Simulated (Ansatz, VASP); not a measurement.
Ir in VASP and in Ansatz

The input INCAR:

```
SYSTEM = Ir
PREC = Accurate
ENCUT = 520
EDIFF = 1E-6
ISMEAR = -1
SIGMA = 0.05
LREAL = .False.
LASPH = .True.
NELM = 150
ALGO = Normal
ISIF = 2
LWAVE = .False.
LCHARG = .True.
ISPIN = 2
MAGMOM = 1
LORBIT = 11
LMAXMIX = 4
GGA = B5
ALDAX = 1.0
AGGAX = 1.0
AGGAC = 1.0
ALDAC = 0.0
LELF = .True.
LVHAR = .True.
NBANDS = 14
```

Contents of KPOINTS:

```
Automatic mesh
0
Gamma
  22 22 22
  0 0 0
```

Contents of POSCAR:

```
Ir
1.0
    0.0000000000      1.9417954661      1.9417954661
    1.9417954661      0.0000000000      1.9417954661
    1.9417954661      1.9417954661      0.0000000000
Ir
1
Direct
    0.0000000000      0.0000000000      0.0000000000
```

Input for Ansatz:

```yaml
crystal:
  lattice:
    - [0.0, 1.9417954661, 1.9417954661]
    - [1.9417954661, 0.0, 1.9417954661]
    - [1.9417954661, 1.9417954661, 0.0]
  atoms:
    - { symbol: Ir, position: [0.0, 0.0, 0.0], spin: 1.0 }
hamiltonian:
  xc: blyp
  pseudopotentials:
    kind: paw
    azcp:
      Ir: "pseudopotentials/Ir.paw.azcp"
basis:
  ecutwfc: 420
  fft_grid_basis: typed
kpoints:
  mp_grid: { grid: [22, 22, 22], shift: [0, 0, 0] }
magnetization:
  spin_polarized: true
scf:
  occupations: { method: fermi_dirac, width: 0.05 }
output:
  stress: true
```

Alike in both runs: task single point; functional BLYP; k mesh 22 × 22 × 22; occupations fermi-dirac, width 0.05 eV; collinear spin.

```csv
,VASP,Ansatz
version,VASP 6.6.1,Ansatz 0.2.0
potentials or method,"VASP PAW PBE potentials, release 64 (Ir), cutoff 520 eV","plane waves (420 eV) with PAW, scalar-relativistic"
valence electrons in the cell,9,17
```

Ansatz gave:

```
pressure (GPa)           : 13.1
net moment per atom (μB) : 0.00
```

Which values does VASP return?

Pressure (GPa): 16.0; net moment per atom (μB): 0.00.

VASP's potentials were made for PBE, not for BLYP. The functional is the same, so the differences come from potentials, cutoffs and numerics. VASP's potentials hold 9 valence electrons a cell and Ansatz's 17, so a difference there can come from the potentials and not from the codes. Ansatz's warnings: seeded moment not kept.

Spin-orbit coupling is off throughout.
